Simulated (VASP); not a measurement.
# La (P6_3/mmc) in VASP: density of states with PBE

Aim: the density of states of La with PBE.

All numbers are computed with VASP 6.6.1; they aren't measurements. Logs are shortened: lines on timing, memory, paths and dates and some standing lists are left out, and cuts for length are marked.

## Step 1: The cell of the first run

Symmetry: P6_3/mmc, No. 194, hexagonal system. Conventional cell: a = 3.777 Å, b = 3.777 Å, c = 6.101 Å, α = 90.00°, β = 90.00°, γ = 120.00°. Within 4.9 Å of La (site symmetry -6m2) lie 12 La at 3.75 to 3.78 Å.

## Step 2: Density of states, PBE

POSCAR reads:

```
La
1.0
    3.7766774636      0.0000000000      0.0000000000
   -1.8883387318      3.2706986254      0.0000000000
    0.0000000000      0.0000000000      6.1012632356
La
2
Direct
    0.3333333333      0.6666666667      0.2500000000
    0.6666666667      0.3333333333      0.7500000000
```

INCAR.step1 reads:

```
SYSTEM = La
ALGO = Normal
EDIFF = 1E-6
ENCUT = 520
GGA = PE
ISIF = 2
ISMEAR = -1
LASPH = .TRUE.
LCHARG = .TRUE.
LMAXMIX = 6
LREAL = .FALSE.
LWAVE = .FALSE.
NBANDS = 18
NELM = 100
PREC = Accurate
SIGMA = 0.08
```

KPOINTS.step1 reads:

```
k-points
0
G
  13 13 7
  0 0 0
```

INCAR.step2 reads:

```
SYSTEM = La
ALGO = Normal
EDIFF = 1E-6
ENCUT = 520
GGA = PE
ICHARG = 11
ISIF = 2
ISMEAR = -5
LASPH = .TRUE.
LCHARG = .FALSE.
LMAXMIX = 6
LORBIT = 11
LREAL = .FALSE.
LWAVE = .FALSE.
NBANDS = 18
NEDOS = 1001
NELM = 100
PREC = Accurate
SIGMA = 0.08
```

KPOINTS.step2 reads:

```
k-points
0
G
  20 20 11
  0 0 0
```

Potentials or basis: VASP PAW PBE potentials, release 64 (La).

Command:

```
$ cat potpaw_PBE.64/La/POTCAR > POTCAR
$ cp INCAR.step1 INCAR
$ cp KPOINTS.step1 KPOINTS
$ mpirun -np 1 vasp_std > vasp.out
$ cp INCAR.step2 INCAR
$ cp KPOINTS.step2 KPOINTS
$ mpirun -np 1 vasp_std > vasp.out
```

OUTCAR:

```text
SYSTEM = La
   EDIFF = 1E-6
   ENCUT = 520
   GGA = PE
   ICHARG = 11
   ISIF = 2
   ISMEAR = -5
   LASPH = .TRUE.
   LORBIT = 11
   LREAL = .FALSE.
   NELM = 100
   PREC = Accurate

 ion  position               nearest neighbor table
   1  0.333  0.667  0.250-
   2  0.667  0.333  0.750-

  LATTYP: Found a hexagonal cell.
 ALAT       =     3.7766774636
 C/A-ratio  =     1.6155108013

  Lattice vectors:

 A1 = (   3.7766774636,   0.0000000000,   0.0000000000)
 A2 = (  -1.8883387318,   3.2706986254,   0.0000000000)
 A3 = (   0.0000000000,   0.0000000000,   6.1012632356)

Analysis of symmetry for initial positions (statically):
=====================================================================
 Subroutine PRICEL returns:
 Original cell was already a primitive cell.

 Routine SETGRP: Setting up the symmetry group for a
 hexagonal supercell.

 Subroutine GETGRP returns: Found 24 space group operations
 (whereof 12 operations were pure point group operations)
 out of a pool of 24 trial point group operations.

The static configuration has the point symmetry D_3d.
 The point group associated with its full space group is D_6h.

Analysis of symmetry for dynamics (positions and initial velocities):
=====================================================================
 Subroutine PRICEL returns:
 Original cell was already a primitive cell.

 Routine SETGRP: Setting up the symmetry group for a
 hexagonal supercell.

 Subroutine GETGRP returns: Found 24 space group operations
 (whereof 12 operations were pure point group operations)
 out of a pool of 24 trial point group operations.

The dynamic configuration has the point symmetry D_3d.
 The point group associated with its full space group is D_6h.

 Subroutine INISYM returns: Found 24 space group operations
 (whereof 12 operations are pure point group operations),
 and found     1 'primitive' translations

----------------------------------------------------------------------------------------

                                     Primitive cell

  volume of cell :      75.3651

  direct lattice vectors                    reciprocal lattice vectors
     3.776677464  0.000000000  0.000000000     0.264783003  0.152872538  0.000000000
    -1.888338732  3.270698625  0.000000000     0.000000000  0.305745076  0.000000000
     0.000000000  0.000000000  6.101263236     0.000000000  0.000000000  0.163900484

  length of vectors
     3.776677464  3.776677464  6.101263236     0.305745076  0.305745076  0.163900484

  position of ions in fractional coordinates (direct lattice)
     0.333333333  0.666666667  0.250000000
     0.666666667  0.333333333  0.750000000

  ion indices of the primitive-cell ions
   primitive index   ion index
                 1           1
                 2           2

----------------------------------------------------------------------------------------

 KPOINTS: k-points

Automatic generation of k-mesh.
 Grid dimensions read from file:
 generate k-points for:   20   20   11

 Generating k-lattice:

  Cartesian coordinates                     Fractional coordinates (reciprocal lattice)
     0.013239150  0.007643627  0.000000000     0.050000000  0.000000000  0.000000000
     0.000000000  0.015287254  0.000000000     0.000000000  0.050000000  0.000000000
     0.000000000  0.000000000  0.014900044     0.000000000  0.000000000  0.090909091

  Length of vectors
     0.015287254  0.015287254  0.014900044

  Shift w.r.t. Gamma in fractional coordinates (k-lattice)
     0.000000000  0.000000000  0.000000000

 TETIRR: Found   4310 inequivalent tetrahedra from    26400

 Subroutine IBZKPT returns following result:
 ===========================================

 Found    264 irreducible k-points:

 Following reciprocal coordinates:
            Coordinates               Weight
  0.000000  0.000000  0.000000      1.000000
  0.050000 -0.000000  0.000000      6.000000
  0.100000  0.000000  0.000000      6.000000
  0.150000  0.000000  0.000000      6.000000
  0.200000  0.000000  0.000000      6.000000
  0.250000  0.000000  0.000000      6.000000
[... 16 lines left out ...]
  0.200000  0.100000  0.000000     12.000000
  0.250000  0.100000  0.000000     12.000000
 [... further k-points ...]
   k-points           NKPTS =    264   k-points in BZ     NKDIM =    264   number of bands    NBANDS=     18
   number of dos      NEDOS =   1001   number of ions     NIONS =      2
   total plane-waves  NPLWV =  37632
   dimension x,y,z NGX =    28 NGY =   28 NGZ =   48
   dimension x,y,z NGXF=    56 NGYF=   56 NGZF=   96
   ions per type =               2
   NGX,Y,Z   is equivalent  to a cutoff of  12.33, 12.33, 13.08 a.u.
   NGXF,Y,Z  is equivalent  to a cutoff of  24.65, 24.65, 26.16 a.u.
 SYSTEM =  La
   PREC   = accura    normal or accurate (medium, high low for compatibility)
   ISTART =      0    job   : 0-new  1-cont  2-samecut
   ICHARG =     11    charge: 1-file 2-atom 10-const
   ISPIN  =      1    spin polarized calculation?
   LNONCOLLINEAR =      F non collinear calculations
   LSORBIT =      F    spin-orbit coupling
   LASPH  =      T    aspherical Exc in radial PAW
   ENCUT  =  520.0 eV  38.22 Ry    6.18 a.u.   7.02  7.02 11.34*2*pi/ulx,y,z
   NELM   =    100;   NELMIN=  2; NELMDL=  0     # of ELM steps
   EDIFF  = 0.1E-05   stopping-criterion for ELM
   LREAL  =      F    real-space projection
   EDIFFG = 0.1E-04   stopping-criterion for IOM
   NSW    =      0    number of steps for IOM
   IBRION =     -1    ionic relax: 0-MD 1-quasi-New 2-CG
   NFREE  =      0    steps in history (QN), initial steepest desc. (CG)
   ISIF   =      2    stress and relaxation
   ISYM   =      2    0-nonsym 1-usesym 2-fastsym
   POTIM  = 0.5000    time-step for ionic-motion
   TEBEG  =    0.0;   TEEND  =   0.0 temperature during run
   PSTRESS=    0.0 pullay stress
   NELECT =      22.0000    total number of electrons
   NUPDOWN=      -1.0000    fix difference up-down
   EMIN   =  10.00;   EMAX   =-10.00  energy-range for DOS
   EFERMI =   0.00;   METHOD = LEGACY
   ISMEAR =    -5;   SIGMA  =   0.08  broadening in eV -4-tet -1-fermi 0-gaus
   EFERMI_NEDOS =   21; number of points for ismear=-14 and -15
   IALGO  =     38    algorithm
   IMIX   =      4    mixing-type and parameters
     AMIX     =   0.40;   BMIX     =  1.00
     AMIX_MAG =   1.60;   BMIX_MAG =  1.00
  volume/ion in A,a.u.               =      37.68       254.29
  Fermi-wavevector in a.u.,A,eV,Ry     =   1.085990  2.052223 16.046349  1.179373
  Thomas-Fermi vector in A             =   2.222116
   LORBIT       =     11    0 simple, 1 ext, 2 COOP (PROOUT), +10 PAW based schemes
   GGA     = PE    functional components
   LHFCALC =     F    Hartree Fock is set to
   AEXX    =    0.0000 exact exchange contribution
   IVDW    =     0    specifies the selected vdW correction
   LEPSILON=     F    determine dielectric tensor
   LRPA    =     F    only Hartree local field effects (RPA)
 non-spin polarized calculation
 Fermi weights with tetrahedron method with Bloechl corrections
  energy-cutoff  :      520.00
  volume of cell :       75.37
 maximum number of plane-waves:      2052
 NGX is ok and might be reduce to    28

 number of electron      21.9999997 magnetization

 Free energy of the ion-electron system (eV)
  ---------------------------------------------------
  ext. energy  EPLUGINS =         0.00000000
  ---------------------------------------------------
  free energy    TOTEN  =        -9.71318320 eV

  energy without entropy =       -9.71318320  energy(sigma->0) =       -9.71318320

 E-fermi :   7.7317     XC(G=0):  -9.5021

 val. band max:        7.7481701940   @ k =   0.3500   0.3000   0.3636
 cond. band min:       7.6787658805   @ k =   0.4000   0.2000   0.2727
 fundamental gap:     -0.0694043135
 Fermi energy:         7.7317247588

 k-point     1 :       0.0000    0.0000    0.0000
  band No.  band energies     occupation
      1     -25.1586      2.00000
      2     -24.9664      2.00000
      3      -9.5119      2.00000
      4      -8.3727      2.00000
      5      -8.3727      2.00000
      6      -8.1940      2.00000
[... 10 lines left out ...]
     17       9.3943      0.00000
     18       9.4696      0.00000

 k-point     2 :       0.0500   -0.0000    0.0000
  band No.  band energies     occupation
      1     -25.1548      2.00000
      2     -24.9646      2.00000
      3      -9.5018      2.00000
      4      -8.3990      2.00000
      5      -8.3810      2.00000
      6      -8.2212      2.00000
[... 10 lines left out ...]
     17       9.4065      0.00000
     18       9.4926      0.00000

 k-point     3 :       0.1000    0.0000    0.0000
  band No.  band energies     occupation
      1     -25.1436      2.00000
      2     -24.9594      2.00000
      3      -9.4718      2.00000
      4      -8.4749      2.00000
      5      -8.4046      2.00000
      6      -8.2989      2.00000
[... 10 lines left out ...]
     17       9.4041      0.00000
     18       9.4779      0.00000

 k-point     4 :       0.1500    0.0000    0.0000
  band No.  band energies     occupation
      1     -25.1259      2.00000
      2     -24.9515      2.00000
      3      -9.4234      2.00000
      4      -8.5919      2.00000
      5      -8.4403      2.00000
      6      -8.4161      2.00000
[... 10 lines left out ...]
     17       9.4283      0.00000
     18       9.4510      0.00000

 k-point     5 :       0.2000    0.0000    0.0000
  band No.  band energies     occupation
      1     -25.1029      2.00000
      2     -24.9420      2.00000
      3      -9.3587      2.00000
      4      -8.7370      2.00000
      5      -8.5578      2.00000
      6      -8.4834      2.00000
[... 10 lines left out ...]
     17       9.4751      0.00000
     18       9.6018      0.00000

 k-point     6 :       0.2500    0.0000    0.0000
  band No.  band energies     occupation
      1     -25.0765      2.00000
      2     -24.9322      2.00000
      3      -9.2808      2.00000
      4      -8.8949      2.00000
      5      -8.7081      2.00000
      6      -8.5296      2.00000
[... 10 lines left out ...]
     17       9.5135      0.00000
     18       9.5640      0.00000

 k-point     7 :       0.3000    0.0000    0.0000
  band No.  band energies     occupation
      1     -25.0488      2.00000
      2     -24.9235      2.00000
      3      -9.1941      2.00000
      4      -9.0495      2.00000
      5      -8.8523      2.00000
      6      -8.5742      2.00000
[... 10 lines left out ...]
     17       9.5347      0.00000
     18       9.5445      0.00000

 k-point     8 :       0.3500    0.0000    0.0000
  band No.  band energies     occupation
      1     -25.0221      2.00000
      2     -24.9171      2.00000
      3      -9.1860      2.00000
      4      -9.1043      2.00000
      5      -8.9778      2.00000
      6      -8.6134      2.00000
[... 10 lines left out ...]
     17       9.4989      0.00000
     18       9.5672      0.00000
[... 229 lines left out ...]
     17       9.5564      0.00000
     18       9.6038      0.00000

 k-point    20 :       0.4500    0.0500    0.0000
  band No.  band energies     occupation
      1     -24.9765      2.00000
      2     -24.9134      2.00000
      3      -9.3702      2.00000
      4      -9.1454      2.00000
      5      -8.9292      2.00000
      6      -8.6830      2.00000
[... 10 lines left out ...]
     17       9.5492      0.00000
     18       9.6102      0.00000

 k-point    21 :       0.1000    0.1000    0.0000
  band No.  band energies     occupation
      1     -25.1157      2.00000
      2     -24.9472      2.00000
      3      -9.3951      2.00000
      4      -8.6307      2.00000
      5      -8.5481      2.00000
      6      -8.4007      2.00000
[... 10 lines left out ...]
     17       9.5006      0.00000
     18       9.5361      0.00000

 k-point    22 :       0.1500    0.1000    0.0000
  band No.  band energies     occupation
      1     -25.0936      2.00000
      2     -24.9384      2.00000
      3      -9.3317      2.00000
      4      -8.7518      2.00000
      5      -8.6680      2.00000
      6      -8.4588      2.00000
[... 10 lines left out ...]
     17       9.4952      0.00000
     18       9.5531      0.00000

 k-point    23 :       0.2000    0.1000    0.0000
  band No.  band energies     occupation
      1     -25.0681      2.00000
      2     -24.9293      2.00000
      3      -9.2554      2.00000
      4      -8.8952      2.00000
      5      -8.7850      2.00000
      6      -8.5248      2.00000
[... 10 lines left out ...]
     17       9.5114      0.00000
     18       9.6293      0.00000

 k-point    24 :       0.2500    0.1000    0.0000
  band No.  band energies     occupation
      1     -25.0414      2.00000
      2     -24.9214      2.00000
      3      -9.1702      2.00000
      4      -9.0403      2.00000
      5      -8.8945      2.00000
      6      -8.5901      2.00000
[... 10 lines left out ...]
     17       9.5306      0.00000
     18       9.5572      0.00000

 [... further k-points ...]
[... 5 lines left out ...]
  --------------------------------------------------------------------------------------
  -------------------------------------------------------------------------------------
  Total       -0.1176825     -0.1176825     -0.1715231      0.0000000      0.0000000     -0.0000000
  in kB       -2.5017992     -2.5017992     -3.6463888      0.0000000      0.0000000     -0.0000000
  external PRESSURE =      -2.8833291 kB  Pullay stress =       0.0000000 kB

 VOLUME and BASIS-vectors are now :
 -----------------------------------------------------------------------------
  energy-cutoff  :      520.00
  volume of cell :       75.37
      direct lattice vectors                 reciprocal lattice vectors
     3.776677464  0.000000000  0.000000000     0.264783003  0.152872538  0.000000000
    -1.888338732  3.270698625  0.000000000     0.000000000  0.305745076  0.000000000
     0.000000000  0.000000000  6.101263236     0.000000000  0.000000000  0.163900484

 POSITION                                       TOTAL-FORCE (eV/Angst)
 -----------------------------------------------------------------------------------
     -0.00000      2.18047      1.52532        -0.000000      0.000000      0.000000
      1.88834      1.09023      4.57595         0.000000     -0.000000      0.000000
 -----------------------------------------------------------------------------------
    total drift:                                0.000000     -0.000000      0.000000

  FREE ENERGIE OF THE ION-ELECTRON SYSTEM (eV)
  ---------------------------------------------------
  free  energy   TOTEN  =        -9.7131831981 eV

  energy  without entropy=       -9.7131831981  energy(sigma->0) =       -9.71318320

 total charge

# of ion       s       p       d       f       tot
--------------------------------------------------
    1        2.067   5.559   0.872   0.081   8.579
    2        2.067   5.559   0.872   0.081   8.579
--------------------------------------------------
tot          4.135  11.118   1.744   0.162  17.158
```

It took 11 min on 1 thread of Oxide Virtual Turin-like, shared host; peak memory 0.43 GiB.

What came out:

```
Valence electrons inside the program's atomic spheres : La 8.58
```

Levels at points of the mesh, in eV from the Fermi level:
```tsv
k point	band 7	band 8	band 9	band 10	band 11	band 12	band 13	band 14	band 15	band 16
(0.00, 0.00, 0.00)	-15.93	-15.89	-3.19	-1.74	1.09	1.30	1.30	1.52	1.60	1.64
(0.50, 0.00, 0.00)	-16.23	-16.09	-1.57	-1.16	-1.13	1.14	1.21	1.28	1.47	1.81
```

Caveat: spin-orbit coupling is left out, which moves the levels of the heavy elements; tetrahedron occupations give inexact forces and stress in metals.
